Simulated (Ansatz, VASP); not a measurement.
# SrTiO3 in VASP and in Ansatz

Contents of INCAR:

```
PREC = Accurate
ENCUT = 520
EDIFF = 1E-6
ISMEAR = -1
SIGMA = 0.05
LREAL = False
LASPH = True
NELM = 60
ALGO = Normal
ISIF = 2
LWAVE = False
LCHARG = False
GGA = PE
NBANDS = 28
```

File KPOINTS:

```
Automatic mesh
0
Gamma
  7 7 7
```

The input POSCAR:

```
SrTiO3
1.0
    3.9050000000      0.0390500000      0.0390500000
    0.0390500000      3.9050000000      0.0390500000
    0.0390500000      0.0390500000      3.9050000000
Sr Ti O
1 1 3
Direct
    0.0000000000      0.0000000000      0.0000000000
    0.5000000000      0.5000000000      0.5000000000
    0.0000000000      0.5000000000      0.5000000000
    0.5000000000      0.0000000000      0.5000000000
    0.5000000000      0.5000000000      0.0000000000
```

Input for Ansatz:

```yaml
crystal:
  lattice:
    - [3.905, 0.03905, 0.03905]
    - [0.03905, 3.905, 0.03905]
    - [0.03905, 0.03905, 3.905]
  atoms:
    - { symbol: Sr, position: [0.0, 0.0, 0.0] }
    - { symbol: Ti, position: [0.5, 0.5, 0.5] }
    - { symbol: O, position: [0.0, 0.5, 0.5] }
    - { symbol: O, position: [0.5, 0.0, 0.5] }
    - { symbol: O, position: [0.5, 0.5, 0.0] }
kpoints:
  mp_grid: { grid: [7, 7, 7] }
  band_path:
    path:
      - [0.0, 0.0, 0.0]
      - [0.5, 0.5, 0.5]
      - [0.5193194925, 0.4806805075, 0.5]
      - [0.5, -0.4806805075, 0.4806805075]
      - [0.5, 0.0, 0.0]
      - [0.0, 0.0, 0.0]
      - [0.4903402537, -0.4903402537, 0.0]
      - [0.5096597463, 0.0, 0.4903402537]
      - [0.5, 0.0, 0.5]
    npoints: 5
scf:
  occupations: { method: fermi_dirac, width: 0.05 }
hamiltonian:
  xc: pbe
  pseudopotentials: { kind: all_electron, lapw: { basis_error: 0.001 } }
output:
  forces: true
  stress: true
  eigenvalues: true
```

Change from the starting cell: equal xy, yz and zx shear strains of +2 %.

Alike in both runs: task single point; functional PBE; k mesh 7 × 7 × 7; occupations fermi-dirac, width 0.05 eV; no spin polarisation.

```csv
,VASP,Ansatz
version,VASP 6.6.1,Ansatz 0.2.0
potentials or method,"VASP PAW PBE potentials, release 64 (Sr_sv, Ti_sv, O), cutoff 520 eV","all-electron LAPW, scalar-relativistic"
```

```csv
,VASP,Ansatz,Ansatz less VASP
gap on the k mesh at the Fermi level (eV),1.87,1.89,+0.025
pressure (GPa),5.1,4.4,-0.69
"traceless stress, the component that is largest in VASP (GPa)",-2.27,-2.26,+0.008
```

Ansatz ran all-electron here, and VASP with PAW potentials.
